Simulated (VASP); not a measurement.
SnSe2: single point with PBE

SnSe2, a sheet with vacuum:

```
Sn Se
1.0
     4.97011    0.00000    0.00000
     0.00000    4.97011    0.00000
     0.00000    0.00000   14.00000
Sn Se
1 2
Cartesian
  0.0000 0.0000 7.0000
  0.0000 2.4851 7.0000
  2.4851 0.0000 7.0000
```

The cell was built from a structure type or drawn by symmetry, and may not be a known phase.

```json
{
  "Program": "VASP 6.6.1",
  "Task": "single point",
  "Functional": "PBE",
  "Potentials or basis": "VASP PAW PBE potentials, release 64 (Sn_d, Se)",
  "Cutoff": "520 eV",
  "k mesh": "4 × 4 × 1",
  "Occupations": "gaussian, width 0.1 eV",
  "Spin": "no spin polarisation"
}
```

```yaml
Band_gap_on_the_k_mesh: zero (bands 13 and 14 overlap by 0.82 eV)
```

Levels at points of the mesh, in eV from the Fermi level:
| k point | band 10 | band 11 | band 12 | band 13 | band 14 | band 15 | band 16 | band 17 |
| --- | --- | --- | --- | --- | --- | --- | --- | --- |
| (0.00, 0.00, 0.00) | -3.66 | -2.89 | -0.57 | -0.39 | -0.39 | 3.70 | 3.97 | 5.28 |
| (0.50, 0.00, 0.00) | -2.11 | -1.55 | -1.31 | -1.26 | 2.33 | 2.45 | 4.35 | 5.47 |
| (0.50, 0.50, 0.00) | -1.23 | -1.23 | -0.48 | 0.43 | 0.92 | 3.53 | 3.53 | 4.31 |

It took 38 s on 1 thread of Intel(R) Xeon(R) 6975P-C (Granite Rapids) (shared host), peak memory 0.44 GiB.

Caveat: spin-orbit coupling is left out, which moves the levels of the heavy elements.
